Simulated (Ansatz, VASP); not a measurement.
## Ga in VASP and in Ansatz

File INCAR:

```
PREC = Accurate
ENCUT = 520
EDIFF = 1E-6
ISMEAR = 0
SIGMA = 0.15
LREAL = F
LASPH = T
NELM = 60
ALGO = Fast
ISIF = 2
LWAVE = F
LCHARG = F
GGA = PS
NBANDS = 12
```

KPOINTS

```
regular mesh
0
Gamma
  24 24 24
```

POSCAR

```
Ga
1.0
   -1.3829400000      1.3829400000      2.2290000000
    1.3829400000     -1.3829400000      2.2290000000
    1.3829400000      1.3829400000     -2.2290000000
Ga
1
Direct
    0.0000000000      0.0000000000      0.0000000000
```

Input for Ansatz:

```yaml
crystal:
  lattice:
    - [-1.38294, 1.38294, 2.229]
    - [1.38294, -1.38294, 2.229]
    - [1.38294, 1.38294, -2.229]
  atoms:
    - { symbol: Ga, position: [0.0, 0.0, 0.0] }
basis:
  ecutwfc: 420
kpoints:
  mp_grid: { grid: [24, 24, 24] }
hamiltonian:
  xc: pbesol
scf:
  occupations: { method: gaussian, width: 0.15 }
output:
  forces: true
  stress: true
  eigenvalues: true
```

Change from the starting cell: strain -0.015 along x and y, +0.000 along z, atoms carried along.

Alike in both runs: task single point; functional PBEsol; k mesh 24 × 24 × 24; occupations gaussian, width 0.15 eV; no spin polarisation.

```csv
,VASP,Ansatz
version,VASP 6.6.1,Ansatz 0.2.0
potentials or method,"VASP PAW PBE potentials, release 64 (Ga_d), cutoff 520 eV","scalar-relativistic, plane waves, PAW"
valence electrons in the cell,13,13
```

```csv
,VASP,Ansatz,Ansatz less VASP
gap on the k mesh at the Fermi level (eV),none,none,-
pressure (GPa),2.6,2.5,-0.10
"traceless stress, the component that is largest in VASP (GPa)",-0.07,-0.06,+0.010
```

VASP's potentials were made for PBE, not for PBEsol. A gap of «none» marks a metal or a gap that the smearing closes.
